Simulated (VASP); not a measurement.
# BaO (gw) (Fm-3m) in VASP: single point with PBEsol

Aim: the single point of BaO (gw) with PBEsol.

Everything below comes from runs of VASP 6.6.1. Logs are shortened: lines on timing, memory, paths and dates and some standing lists are left out, and cuts for length are marked.

## Step 1: The cell of the first run

The structure is cubic, space group Fm-3m (No. 225). Conventional cell: a = 5.490 Å, b = 5.490 Å, c = 5.490 Å, α = 90.00°, β = 90.00°, γ = 90.00°. Ba (site symmetry m-3m) has 6 O at 2.75 Å within 3.6 Å. O (site symmetry m-3m) has 6 Ba at 2.75 Å within 3.6 Å.

## Step 2: Single point, PBEsol

File INCAR:

```
SYSTEM = BaO
PREC     = Accurate       ! precision mode
ENCUT    = 600            ! plane-wave cutoff, eV
EDIFF    = 1E-6           ! SCF threshold, eV
ISMEAR   = 0              ! smearing method
SIGMA    = 0.01           ! smearing width, eV
LREAL    = .FALSE.        ! projectors in reciprocal space
LASPH    = .TRUE.         ! aspherical terms in the spheres
NELM     = 120            ! most SCF steps
ALGO     = Normal         ! electronic algorithm
ISIF     = 2              ! what is computed and relaxed
LWAVE    = .FALSE.        ! write WAVECAR
LCHARG   = .FALSE.        ! write CHGCAR
GGA      = PS             ! functional
NBANDS   = 15             ! bands
GGA_COMPAT= .FALSE.
```

File KPOINTS:

```
Automatic mesh
0
G
  4 4 4
  0 0 0
```

File POSCAR:

```
BaO
1.0
    0.0000000000      2.7450625122      2.7450625122
    2.7450625122      0.0000000000      2.7450625122
    2.7450625122      2.7450625122      0.0000000000
Ba O
1 1
Direct
    0.0000000000      0.0000000000      0.0000000000
    0.5000000000      0.5000000000      0.5000000000
```

Potentials or basis: VASP PAW PBE potentials, release 64 (Ba_sv, O).

Command:

```
$ cat potpaw_PBE.64/Ba_sv/POTCAR potpaw_PBE.64/O/POTCAR > POTCAR
$ mpirun -np 1 vasp_std > vasp.out
```

OUTCAR:

```text
SYSTEM = BaO
   PREC = Accurate
   ENCUT = 600
   EDIFF = 1E-6
   ISMEAR = 0
   LREAL = .FALSE.
   LASPH = .TRUE.
   NELM = 120
   ISIF = 2
   GGA = PS

 ion  position               nearest neighbor table
   1  0.000  0.000  0.000-   2 2.75   2 2.75   2 2.75   2 2.75   2 2.75   2 2.75
   2  0.500  0.500  0.500-   1 2.75   1 2.75   1 2.75   1 2.75   1 2.75   1 2.75

  LATTYP: Found a face centered cubic cell.
 ALAT       =     5.4901250244

  Lattice vectors:

 A1 = (   0.0000000000,   2.7450625122,   2.7450625122)
 A2 = (   2.7450625122,   0.0000000000,   2.7450625122)
 A3 = (   2.7450625122,   2.7450625122,   0.0000000000)

Analysis of symmetry for initial positions (statically):
=====================================================================
 Subroutine PRICEL returns:
 Original cell was already a primitive cell.

 Routine SETGRP: Setting up the symmetry group for a
 face centered cubic supercell.

 Subroutine GETGRP returns: Found 48 space group operations
 (whereof 48 operations were pure point group operations)
 out of a pool of 48 trial point group operations.

The static configuration has the point symmetry O_h .

Analysis of symmetry for dynamics (positions and initial velocities):
=====================================================================
 Subroutine PRICEL returns:
 Original cell was already a primitive cell.

 Routine SETGRP: Setting up the symmetry group for a
 face centered cubic supercell.

 Subroutine GETGRP returns: Found 48 space group operations
 (whereof 48 operations were pure point group operations)
 out of a pool of 48 trial point group operations.

The dynamic configuration has the point symmetry O_h .

 Subroutine INISYM returns: Found 48 space group operations
 (whereof 48 operations are pure point group operations),
 and found     1 'primitive' translations

----------------------------------------------------------------------------------------

                                     Primitive cell

  volume of cell :      41.3701

  direct lattice vectors                    reciprocal lattice vectors
     0.000000000  2.745062512  2.745062512    -0.182145214  0.182145214  0.182145214
     2.745062512  0.000000000  2.745062512     0.182145214 -0.182145214  0.182145214
     2.745062512  2.745062512  0.000000000     0.182145214  0.182145214 -0.182145214

  length of vectors
     3.882104634  3.882104634  3.882104634     0.315484766  0.315484766  0.315484766

  position of ions in fractional coordinates (direct lattice)
     0.000000000  0.000000000  0.000000000
     0.500000000  0.500000000  0.500000000

  ion indices of the primitive-cell ions
   primitive index   ion index
                 1           1
                 2           2

----------------------------------------------------------------------------------------

 KPOINTS: Automatic mesh

Automatic generation of k-mesh.
 Grid dimensions read from file:
 generate k-points for:    4    4    4

 Generating k-lattice:

  Cartesian coordinates                     Fractional coordinates (reciprocal lattice)
    -0.045536304  0.045536304  0.045536304     0.250000000  0.000000000  0.000000000
     0.045536304 -0.045536304  0.045536304     0.000000000  0.250000000  0.000000000
     0.045536304  0.045536304 -0.045536304     0.000000000  0.000000000  0.250000000

  Length of vectors
     0.078871191  0.078871191  0.078871191

  Shift w.r.t. Gamma in fractional coordinates (k-lattice)
     0.000000000  0.000000000  0.000000000

 Subroutine IBZKPT returns following result:
 ===========================================

 Found      8 irreducible k-points:

 Following reciprocal coordinates:
            Coordinates               Weight
  0.000000  0.000000  0.000000      1.000000
  0.250000  0.000000  0.000000      8.000000
  0.500000  0.000000  0.000000      4.000000
  0.250000  0.250000  0.000000      6.000000
  0.500000  0.250000  0.000000     24.000000
 -0.250000  0.250000  0.000000     12.000000
  0.500000  0.500000  0.000000      3.000000
 -0.250000  0.500000  0.250000      6.000000
   k-points           NKPTS =      8   k-points in BZ     NKDIM =      8   number of bands    NBANDS=     15
   number of dos      NEDOS =    301   number of ions     NIONS =      2
   total plane-waves  NPLWV =  32768
   dimension x,y,z NGX =    32 NGY =   32 NGZ =   32
   dimension x,y,z NGXF=    64 NGYF=   64 NGZF=   64
   ions per type =               1   1
   NGX,Y,Z   is equivalent  to a cutoff of  13.70, 13.70, 13.70 a.u.
   NGXF,Y,Z  is equivalent  to a cutoff of  27.41, 27.41, 27.41 a.u.
 SYSTEM =  BaO
   PREC   = accura    normal or accurate (medium, high low for compatibility)
   ISTART =      0    job   : 0-new  1-cont  2-samecut
   ICHARG =      2    charge: 1-file 2-atom 10-const
   ISPIN  =      1    spin polarized calculation?
   LNONCOLLINEAR =      F non collinear calculations
   LSORBIT =      F    spin-orbit coupling
   LASPH  =      T    aspherical Exc in radial PAW
   ENCUT  =  600.0 eV  44.10 Ry    6.64 a.u.   7.75  7.75  7.75*2*pi/ulx,y,z
   NELM   =    120;   NELMIN=  2; NELMDL= -5     # of ELM steps
   EDIFF  = 0.1E-05   stopping-criterion for ELM
   LREAL  =      F    real-space projection
   EDIFFG = 0.1E-04   stopping-criterion for IOM
   NSW    =      0    number of steps for IOM
   IBRION =     -1    ionic relax: 0-MD 1-quasi-New 2-CG
   NFREE  =      0    steps in history (QN), initial steepest desc. (CG)
   ISIF   =      2    stress and relaxation
   ISYM   =      2    0-nonsym 1-usesym 2-fastsym
   POTIM  = 0.5000    time-step for ionic-motion
   TEBEG  =    0.0;   TEEND  =   0.0 temperature during run
   PSTRESS=    0.0 pullay stress
   NELECT =      16.0000    total number of electrons
   NUPDOWN=      -1.0000    fix difference up-down
   EMIN   =  10.00;   EMAX   =-10.00  energy-range for DOS
   EFERMI =   0.00;   METHOD = LEGACY
   ISMEAR =     0;   SIGMA  =   0.01  broadening in eV -4-tet -1-fermi 0-gaus
   EFERMI_NEDOS =   21; number of points for ismear=-14 and -15
   IALGO  =     38    algorithm
   IMIX   =      4    mixing-type and parameters
     AMIX     =   0.40;   BMIX     =  1.00
     AMIX_MAG =   1.60;   BMIX_MAG =  1.00
  volume/ion in A,a.u.               =      20.69       139.59
  Fermi-wavevector in a.u.,A,eV,Ry     =   1.192759  2.253987 19.356645  1.422673
  Thomas-Fermi vector in A             =   2.328789
   LORBIT       =      0    0 simple, 1 ext, 2 COOP (PROOUT), +10 PAW based schemes
   GGA     = PS    functional components
   LHFCALC =     F    Hartree Fock is set to
   AEXX    =    0.0000 exact exchange contribution
   IVDW    =     0    specifies the selected vdW correction
   LEPSILON=     F    determine dielectric tensor
   LRPA    =     F    only Hartree local field effects (RPA)
 non-spin polarized calculation
 Gauss-broadening in eV      SIGMA  =   0.01
  energy-cutoff  :      600.00
  volume of cell :       41.37
 maximum number of plane-waves:      1411
 NGX is ok and might be reduce to    32
   NGX = 15   NGY = 15   NGZ = 15

 number of electron      15.9999997 magnetization

 Free energy of the ion-electron system (eV)
  ---------------------------------------------------
  ext. energy  EPLUGINS =         0.00000000
  ---------------------------------------------------
  free energy    TOTEN  =       -12.39081871 eV

  energy without entropy =      -12.39081871  energy(sigma->0) =      -12.39081871

 E-fermi :   1.9786     XC(G=0):  -9.9775

 val. band max:        1.9050810124   @ k =   0.5000   0.5000   0.0000
 cond. band min:       3.6677274893   @ k =   0.5000   0.5000   0.0000
 fundamental gap:      1.7626464769
 Fermi energy:         1.9785915931

 k-point     1 :       0.0000    0.0000    0.0000
  band No.  band energies     occupation
      1     -23.9559      2.00000
      2     -13.1058      2.00000
      3      -8.3901      2.00000
      4      -8.3901      2.00000
      5      -8.3901      2.00000
      6       1.4790      2.00000
      7       1.4790      2.00000
      8       1.4790      2.00000
      9       5.3736      0.00000
     10       6.5080      0.00000
     11       6.5080      0.00000
     12       6.5080      0.00000
     13       8.8642      0.00000
     14       8.8642      0.00000
     15      11.6652      0.00000

 k-point     2 :       0.2500    0.0000    0.0000
  band No.  band energies     occupation
      1     -23.8128      2.00000
      2     -13.5135      2.00000
      3      -8.5125      2.00000
      4      -8.4558      2.00000
      5      -8.4558      2.00000
      6       0.4602      2.00000
      7       0.8108      2.00000
      8       0.8108      2.00000
      9       6.2725      0.00000
     10       7.6301      0.00000
     11       7.6301      0.00000
     12       7.6705      0.00000
     13      10.3281      0.00000
     14      10.3281      0.00000
     15      14.8493      0.00000

 k-point     3 :       0.5000    0.0000    0.0000
  band No.  band energies     occupation
      1     -23.6613      2.00000
      2     -13.9234      2.00000
      3      -8.6170      2.00000
      4      -8.5183      2.00000
      5      -8.5183      2.00000
      6      -0.2652      2.00000
      7       0.2720      2.00000
      8       0.2720      2.00000
      9       6.7825      0.00000
     10       9.1170      0.00000
     11       9.1170      0.00000
     12      10.0452      0.00000
     13      12.6282      0.00000
     14      12.6282      0.00000
     15      15.3291      0.00000
[... 55 lines left out ...]
 k-point     7 :       0.5000    0.5000    0.0000
  band No.  band energies     occupation
      1     -23.5840      2.00000
      2     -13.3116      2.00000
      3     -10.0261      2.00000
      4      -9.0357      2.00000
      5      -9.0357      2.00000
      6       1.7012      2.00000
      7       1.7012      2.00000
      8       1.9051      2.00000
      9       3.6677      0.00000
     10       7.9253      0.00000
     11      10.9137      0.00000
     12      11.2775      0.00000
     13      11.8452      0.00000
     14      11.8452      0.00000
     15      15.3821      0.00000

 k-point     8 :      -0.2500    0.5000    0.2500
  band No.  band energies     occupation
      1     -23.5776      2.00000
      2     -13.5305      2.00000
      3      -9.5668      2.00000
      4      -9.5668      2.00000
      5      -8.4588      2.00000
      6       0.4369      2.00000
      7       1.6734      2.00000
      8       1.6734      2.00000
      9       6.4131      0.00000
     10       6.4131      0.00000
     11       8.8251      0.00000
     12      11.8418      0.00000
     13      11.8695      0.00000
     14      13.8232      0.00000
     15      15.2800      0.00000

------------------------ aborting loop because EDIFF is reached ----------------------------------------

  FORCE on cell =-STRESS in cart. coord.  units (eV):
  Direction    XX          YY          ZZ          XY          YZ          ZX
  --------------------------------------------------------------------------------------
  -------------------------------------------------------------------------------------
  Total        0.4865465      0.4865465      0.4865465      0.0000000      0.0000000      0.0000000
  in kB       18.8429216     18.8429216     18.8429216      0.0000000      0.0000000      0.0000000
  external PRESSURE =      18.8429216 kB  Pullay stress =       0.0000000 kB

 VOLUME and BASIS-vectors are now :
 -----------------------------------------------------------------------------
  energy-cutoff  :      600.00
  volume of cell :       41.37
      direct lattice vectors                 reciprocal lattice vectors
     0.000000000  2.745062512  2.745062512    -0.182145214  0.182145214  0.182145214
     2.745062512  0.000000000  2.745062512     0.182145214 -0.182145214  0.182145214
     2.745062512  2.745062512  0.000000000     0.182145214  0.182145214 -0.182145214

 POSITION                                       TOTAL-FORCE (eV/Angst)
 -----------------------------------------------------------------------------------
      0.00000      0.00000      0.00000        -0.000000      0.000000      0.000000
      2.74506      2.74506      2.74506         0.000000     -0.000000     -0.000000
 -----------------------------------------------------------------------------------
    total drift:                                0.000000     -0.000000      0.000000

  FREE ENERGIE OF THE ION-ELECTRON SYSTEM (eV)
  ---------------------------------------------------
  free  energy   TOTEN  =       -12.3908187100 eV

  energy  without entropy=      -12.3908187100  energy(sigma->0) =      -12.39081871
```

Wall time 9.4 s (1 thread of Intel Xeon Platinum 8259CL at 2.50GHz (Skylake/Cascade Lake), shared host); peak memory 0.17 GiB.

Results:

```yaml
Free_energy: -12.3908 eV
Pressure: 1.9 GPa
Band_gap_on_the_k_mesh: 1.76 eV, direct
```

Caveat: the k points lie up to 0.50 Å⁻¹ apart; the PAW data sets were made with another functional, which shifts forces and pressure a little; spin-orbit coupling is left out, which moves the levels of the heavy elements. A k mesh can miss the band edges.
